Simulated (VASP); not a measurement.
A run of VASP 6.6.1 is set up as follows.

Contents of INCAR:

```
SYSTEM = Co
PREC = Accurate
ENCUT = 600
EDIFF = 1E-6
ISMEAR = -1
SIGMA = 0.05
LREAL = .FALSE.
LASPH = .TRUE.
NELM = 200
ALGO = Normal
ISIF = 2
LWAVE = .FALSE.
LCHARG = .TRUE.
ISPIN = 2
MAGMOM = 0.337 0.337
LORBIT = 11
LMAXMIX = 4
GGA = PS
LELF = .TRUE.
LVHAR = .TRUE.
NBANDS = 20
GGA_COMPAT = .FALSE.
```

KPOINTS

```
Automatic mesh
0
G
  13 13 13
  0 0 0
```

Contents of POSCAR:

```
Co
1.0
    0.0000000000      2.3240067419      2.3240067419
    2.3240067419      0.0000000000      2.3240067419
    2.3240067419      2.3240067419      0.0000000000
Co
2
Direct
    0.1250000000      0.1250000000      0.1250000000
    0.8750000000      0.8750000000      0.8750000000
```

Potentials or basis: VASP PAW PBE potentials, release 64 (Co).

Launch:

```bash
$ cat potpaw_PBE.64/Co/POTCAR > POTCAR
$ mpirun -np 1 vasp_std > vasp.out
```

Q: Predict the band gap on the k mesh.

A: Zero (filled and empty bands overlap).

Q: Predict the pressure.

A: 21.5 GPa.

Caveat: the PAW data sets were made with another functional, which shifts forces and pressure a little.
